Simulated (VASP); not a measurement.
# CsRuSe3 (Pm-3m) in VASP: single point with PBE

Aim: the single point of CsRuSe3 with PBE.

Everything below comes from runs of VASP 6.6.1. Logs are shortened: lines on timing, memory, paths and dates and some standing lists are left out, and cuts for length are marked.

### Step 1. The cell of the first run

Symmetry: Pm-3m, No. 221, cubic system. Conventional cell: a = 5.107 Å, b = 5.107 Å, c = 5.107 Å, α = 90.00°, β = 90.00°, γ = 90.00°. Within 4.7 Å of Cs (site symmetry m-3m) lie 12 Se at 3.61 Å and 8 Ru at 4.42 Å. Ru (site symmetry m-3m) has 6 Se at 2.55 Å within 3.4 Å. Within 3.4 Å of Se (site symmetry 4/mmm) lie 2 Ru at 2.55 Å.

### Step 2. Single point, PBE, collinear spin, ferromagnetic start

The input, INCAR:

```
SYSTEM = CsRuSe3
ALGO     = Normal         ! electronic algorithm
EDIFF    = 1E-6           ! SCF threshold, eV
ENCUT    = 520            ! plane-wave cutoff, eV
GGA      = PE             ! functional
ISIF     = 2              ! what is computed and relaxed
ISMEAR   = 0              ! smearing method
ISPIN    = 2              ! spin polarisation
LASPH    = .TRUE.         ! aspherical terms in the spheres
LCHARG   = .FALSE.        ! write CHGCAR
LMAXMIX  = 4              ! l up to which the mixer works
LORBIT   = 11             ! projections on sites
LREAL    = .FALSE.        ! projectors in reciprocal space
LWAVE    = .FALSE.        ! write WAVECAR
MAGMOM   = 0 1.93 0.32 0.32 0.32 ! initial moments
NBANDS   = 32             ! bands
NELM     = 150            ! most SCF steps
PREC     = Accurate       ! precision mode
SIGMA    = 0.1            ! smearing width, eV
```

The input, KPOINTS:

```
k-points
0
G
  8 8 8
  0 0 0
```

The input, POSCAR:

```
CsRuSe3
1.0
    5.1065377771      0.0000000000      0.0000000000
    0.0000000000      5.1065377771      0.0000000000
    0.0000000000      0.0000000000      5.1065377771
Cs Ru Se
1 1 3
Direct
    0.5000000000      0.5000000000      0.5000000000
    0.0000000000      0.0000000000      0.0000000000
    0.5000000000      0.0000000000      0.0000000000
    0.0000000000      0.5000000000      0.0000000000
    0.0000000000      0.0000000000      0.5000000000
```

Potentials or basis: VASP PAW PBE potentials, release 64 (Cs_sv, Ru_pv, Se).

Launch:

```sh
> cat potpaw_PBE.64/Cs_sv/POTCAR potpaw_PBE.64/Ru_pv/POTCAR potpaw_PBE.64/Se/POTCAR > POTCAR
> mpirun -np 1 vasp_std > vasp.out
```

OUTCAR:

```text
SYSTEM = CsRuSe3
   EDIFF = 1E-6
   ENCUT = 520
   GGA = PE
   ISIF = 2
   ISMEAR = 0
   ISPIN = 2
   LASPH = .TRUE.
   LORBIT = 11
   LREAL = .FALSE.
   NELM = 150
   PREC = Accurate

 ion  position               nearest neighbor table
   1  0.500  0.500  0.500-
   2  0.000  0.000  0.000-   3 2.55   4 2.55   5 2.55   5 2.55   4 2.55   3 2.55
   3  0.500  0.000  0.000-   2 2.55   2 2.55
   4  0.000  0.500  0.000-   2 2.55   2 2.55
   5  0.000  0.000  0.500-   2 2.55   2 2.55

  LATTYP: Found a simple cubic cell.
 ALAT       =     5.1065377771

  Lattice vectors:

 A1 = (   5.1065377771,   0.0000000000,   0.0000000000)
 A2 = (   0.0000000000,   5.1065377771,   0.0000000000)
 A3 = (   0.0000000000,   0.0000000000,   5.1065377771)

Analysis of symmetry for initial positions (statically):
=====================================================================
 Subroutine PRICEL returns:
 Original cell was already a primitive cell.

 Routine SETGRP: Setting up the symmetry group for a
 simple cubic supercell.

 Subroutine GETGRP returns: Found 48 space group operations
 (whereof 48 operations were pure point group operations)
 out of a pool of 48 trial point group operations.

The static configuration has the point symmetry O_h .

Analysis of symmetry for dynamics (positions and initial velocities):
=====================================================================
 Subroutine PRICEL returns:
 Original cell was already a primitive cell.

 Routine SETGRP: Setting up the symmetry group for a
 simple cubic supercell.

 Subroutine GETGRP returns: Found 48 space group operations
 (whereof 48 operations were pure point group operations)
 out of a pool of 48 trial point group operations.

The dynamic configuration has the point symmetry O_h .

Analysis of structural, dynamic, and magnetic symmetry:
=====================================================================
 Subroutine PRICEL returns:
 Original cell was already a primitive cell.

 Routine SETGRP: Setting up the symmetry group for a
 simple cubic supercell.

 Subroutine GETGRP returns: Found 48 space group operations
 (whereof 48 operations were pure point group operations)
 out of a pool of 48 trial point group operations.

The overall configuration has the point symmetry O_h .

 Subroutine INISYM returns: Found 48 space group operations
 (whereof 48 operations are pure point group operations),
 and found     1 'primitive' translations

----------------------------------------------------------------------------------------

                                     Primitive cell

  volume of cell :     133.1618

  direct lattice vectors                    reciprocal lattice vectors
     5.106537777  0.000000000  0.000000000     0.195827397  0.000000000  0.000000000
     0.000000000  5.106537777  0.000000000     0.000000000  0.195827397  0.000000000
     0.000000000  0.000000000  5.106537777     0.000000000  0.000000000  0.195827397

  length of vectors
     5.106537777  5.106537777  5.106537777     0.195827397  0.195827397  0.195827397

  position of ions in fractional coordinates (direct lattice)
     0.500000000  0.500000000  0.500000000
     0.000000000  0.000000000  0.000000000
     0.500000000  0.000000000  0.000000000
     0.000000000  0.500000000  0.000000000
     0.000000000  0.000000000  0.500000000

  ion indices of the primitive-cell ions
   primitive index   ion index
                 1           1
                 2           2
                 3           3
                 4           4
                 5           5

----------------------------------------------------------------------------------------

 KPOINTS: k-points

Automatic generation of k-mesh.
 Grid dimensions read from file:
 generate k-points for:    8    8    8

 Generating k-lattice:

  Cartesian coordinates                     Fractional coordinates (reciprocal lattice)
     0.024478425  0.000000000  0.000000000     0.125000000  0.000000000  0.000000000
     0.000000000  0.024478425  0.000000000     0.000000000  0.125000000  0.000000000
     0.000000000  0.000000000  0.024478425     0.000000000  0.000000000  0.125000000

  Length of vectors
     0.024478425  0.024478425  0.024478425

  Shift w.r.t. Gamma in fractional coordinates (k-lattice)
     0.000000000  0.000000000  0.000000000

 Subroutine IBZKPT returns following result:
 ===========================================

 Found     35 irreducible k-points:

 Following reciprocal coordinates:
            Coordinates               Weight
  0.000000  0.000000  0.000000      1.000000
  0.125000  0.000000  0.000000      6.000000
  0.250000  0.000000  0.000000      6.000000
  0.375000  0.000000  0.000000      6.000000
  0.500000  0.000000  0.000000      3.000000
  0.125000  0.125000  0.000000     12.000000
[... 16 lines left out ...]
  0.375000  0.375000  0.125000     24.000000
  0.500000  0.375000  0.125000     24.000000
 [... further k-points ...]
   k-points           NKPTS =     35   k-points in BZ     NKDIM =     35   number of bands    NBANDS=     32
   number of dos      NEDOS =    301   number of ions     NIONS =      5
   total plane-waves  NPLWV =  64000
   dimension x,y,z NGX =    40 NGY =   40 NGZ =   40
   dimension x,y,z NGXF=    80 NGYF=   80 NGZF=   80
   ions per type =               1   1   3
   NGX,Y,Z   is equivalent  to a cutoff of  13.02, 13.02, 13.02 a.u.
   NGXF,Y,Z  is equivalent  to a cutoff of  26.04, 26.04, 26.04 a.u.
 SYSTEM =  CsRuSe3
   PREC   = accura    normal or accurate (medium, high low for compatibility)
   ISTART =      0    job   : 0-new  1-cont  2-samecut
   ICHARG =      2    charge: 1-file 2-atom 10-const
   ISPIN  =      2    spin polarized calculation?
   LNONCOLLINEAR =      F non collinear calculations
   LSORBIT =      F    spin-orbit coupling
   LASPH  =      T    aspherical Exc in radial PAW
   ENCUT  =  520.0 eV  38.22 Ry    6.18 a.u.   9.49  9.49  9.49*2*pi/ulx,y,z
   NELM   =    150;   NELMIN=  2; NELMDL= -5     # of ELM steps
   EDIFF  = 0.1E-05   stopping-criterion for ELM
   LREAL  =      F    real-space projection
   EDIFFG = 0.1E-04   stopping-criterion for IOM
   NSW    =      0    number of steps for IOM
   IBRION =     -1    ionic relax: 0-MD 1-quasi-New 2-CG
   NFREE  =      0    steps in history (QN), initial steepest desc. (CG)
   ISIF   =      2    stress and relaxation
   ISYM   =      2    0-nonsym 1-usesym 2-fastsym
   POTIM  = 0.5000    time-step for ionic-motion
   TEBEG  =    0.0;   TEEND  =   0.0 temperature during run
   PSTRESS=    0.0 pullay stress
   NELECT =      41.0000    total number of electrons
   NUPDOWN=      -1.0000    fix difference up-down
   EMIN   =  10.00;   EMAX   =-10.00  energy-range for DOS
   EFERMI =   0.00;   METHOD = LEGACY
   ISMEAR =     0;   SIGMA  =   0.10  broadening in eV -4-tet -1-fermi 0-gaus
   EFERMI_NEDOS =   21; number of points for ismear=-14 and -15
   IALGO  =     38    algorithm
   IMIX   =      4    mixing-type and parameters
     AMIX     =   0.40;   BMIX     =  1.00
     AMIX_MAG =   1.60;   BMIX_MAG =  1.00
  volume/ion in A,a.u.               =      26.63       179.72
  Fermi-wavevector in a.u.,A,eV,Ry     =   1.105460  2.089016 16.626878  1.222041
  Thomas-Fermi vector in A             =   2.241947
   LORBIT       =     11    0 simple, 1 ext, 2 COOP (PROOUT), +10 PAW based schemes
   GGA     = PE    functional components
   LHFCALC =     F    Hartree Fock is set to
   AEXX    =    0.0000 exact exchange contribution
   IVDW    =     0    specifies the selected vdW correction
   LEPSILON=     F    determine dielectric tensor
   LRPA    =     F    only Hartree local field effects (RPA)
 spin polarized calculation
 Gauss-broadening in eV      SIGMA  =   0.10
  energy-cutoff  :      520.00
  volume of cell :      133.16
 maximum number of plane-waves:      3695
 NGX is ok and might be reduce to    40
   NGX = 19   NGY = 19   NGZ = 19

 number of electron      41.0000013 magnetization       2.9752886

 Free energy of the ion-electron system (eV)
  ---------------------------------------------------
  ext. energy  EPLUGINS =         0.00000000
  ---------------------------------------------------
  free energy    TOTEN  =       -21.17568541 eV

  energy without entropy =      -21.15135772  energy(sigma->0) =      -21.16352157

 E-fermi :   3.1972     XC(G=0):  -9.5738

 val. band max:        3.1904681431   @ k =   0.5000   0.2500   0.1250
 cond. band min:       3.2053633702   @ k =   0.3750   0.3750   0.3750
 fundamental gap:      0.0148952271
 Fermi energy:         3.1971778633

 spin component 1

 k-point     1 :       0.0000    0.0000    0.0000
  band No.  band energies     occupation
      1     -40.2896      1.00000
      2     -40.2896      1.00000
      3     -40.2895      1.00000
      4     -17.1427      1.00000
      5     -10.0542      1.00000
      6      -8.9180      1.00000
[... 24 lines left out ...]
     31       8.9049      0.00000
     32      13.2363      0.00000

 k-point     2 :       0.1250    0.0000    0.0000
  band No.  band energies     occupation
      1     -40.2895      1.00000
      2     -40.2895      1.00000
      3     -40.2895      1.00000
      4     -17.1405      1.00000
      5     -10.0231      1.00000
      6      -8.9386      1.00000
[... 24 lines left out ...]
     31       9.1359      0.00000
     32      13.2454      0.00000
[... 733 lines left out ...]
     31      11.7174      0.00000
     32      12.0426      0.00000

 k-point    24 :       0.5000    0.3750    0.1250
  band No.  band energies     occupation
      1     -40.2894      1.00000
      2     -40.2894      1.00000
      3     -40.2894      1.00000
      4     -17.1170      1.00000
      5      -9.4221      1.00000
      6      -9.0877      1.00000
[... 24 lines left out ...]
     31      10.9944      0.00000
     32      11.7848      0.00000

 [... further k-points ...]

 spin component 2

 k-point     1 :       0.0000    0.0000    0.0000
  band No.  band energies     occupation
      1     -39.0322      1.00000
      2     -39.0322      1.00000
      3     -39.0322      1.00000
      4     -17.1191      1.00000
      5      -9.7584      1.00000
      6      -8.5894      1.00000
[... 24 lines left out ...]
     31       9.1149      0.00000
     32      14.0054      0.00000

 k-point     2 :       0.1250    0.0000    0.0000
  band No.  band energies     occupation
      1     -39.0322      1.00000
      2     -39.0322      1.00000
      3     -39.0322      1.00000
      4     -17.1171      1.00000
      5      -9.7270      1.00000
      6      -8.6122      1.00000
[... 24 lines left out ...]
     31       9.3397      0.00000
     32      13.5140      0.00000
[... 733 lines left out ...]
     31      11.9271      0.00000
     32      12.1881      0.00000

 k-point    24 :       0.5000    0.3750    0.1250
  band No.  band energies     occupation
      1     -39.0321      1.00000
      2     -39.0321      1.00000
      3     -39.0321      1.00000
      4     -17.0949      1.00000
      5      -9.1150      1.00000
      6      -8.7784      1.00000
[... 24 lines left out ...]
     31      11.2025      0.00000
     32      12.0571      0.00000

 [... further k-points ...]

------------------------ aborting loop because EDIFF is reached ----------------------------------------

  FORCE on cell =-STRESS in cart. coord.  units (eV):
  Direction    XX          YY          ZZ          XY          YZ          ZX
  --------------------------------------------------------------------------------------
  -------------------------------------------------------------------------------------
  Total        0.0626810      0.0626810      0.0626810      0.0000000     -0.0000000      0.0000000
  in kB        0.7541659      0.7541659      0.7541659      0.0000000     -0.0000000      0.0000000
  external PRESSURE =       0.7541659 kB  Pullay stress =       0.0000000 kB

 VOLUME and BASIS-vectors are now :
 -----------------------------------------------------------------------------
  energy-cutoff  :      520.00
  volume of cell :      133.16
      direct lattice vectors                 reciprocal lattice vectors
     5.106537777  0.000000000  0.000000000     0.195827397  0.000000000  0.000000000
     0.000000000  5.106537777  0.000000000     0.000000000  0.195827397  0.000000000
     0.000000000  0.000000000  5.106537777     0.000000000  0.000000000  0.195827397

 POSITION                                       TOTAL-FORCE (eV/Angst)
 -----------------------------------------------------------------------------------
      2.55327      2.55327      2.55327         0.000000      0.000000      0.000000
      0.00000      0.00000      0.00000         0.000000      0.000000      0.000000
      2.55327      0.00000      0.00000         0.000000      0.000000      0.000000
      0.00000      2.55327      0.00000         0.000000      0.000000      0.000000
      0.00000      0.00000      2.55327         0.000000      0.000000      0.000000
 -----------------------------------------------------------------------------------
    total drift:                                0.000000      0.000000     -0.000000

  FREE ENERGIE OF THE ION-ELECTRON SYSTEM (eV)
  ---------------------------------------------------
  free  energy   TOTEN  =       -21.1756854087 eV

  energy  without entropy=      -21.1513577223  energy(sigma->0) =      -21.16352157

 total charge

# of ion       s       p       d       tot
------------------------------------------
    1        1.838   4.694   0.058   6.591
    2        0.274   6.184   5.927  12.385
    3        1.473   2.265   0.032   3.770
    4        1.473   2.265   0.032   3.770
    5        1.473   2.265   0.032   3.770
--------------------------------------------------
tot          6.532  17.672   6.082  30.286

 magnetization (x)

# of ion       s       p       d       tot
------------------------------------------
    1        0.003   0.018   0.008   0.028
    2        0.021   0.007   1.597   1.626
    3        0.013   0.235   0.003   0.251
    4        0.013   0.235   0.003   0.251
    5        0.013   0.235   0.003   0.251
--------------------------------------------------
tot          0.061   0.731   1.614   2.406
```

Run time: 4.2 min. Hardware: 1 thread of Intel Xeon Platinum 8259CL at 2.50GHz (Skylake/Cascade Lake), shared host; peak memory 0.44 GiB.

Results:

- Free energy: -21.1757 eV
- Pressure: 0.1 GPa
- Band gap on the k mesh: zero (filled and empty bands overlap)
- Net moment: 2.98 μB per cell
- Site moments: Cs +0.03; Ru +1.63; Se +0.25 μB
- Valence electrons inside the program's atomic spheres: Cs 6.59; Ru 12.38; Se 3.77

Caveat: spin-orbit coupling is left out, which moves the levels of the heavy elements.
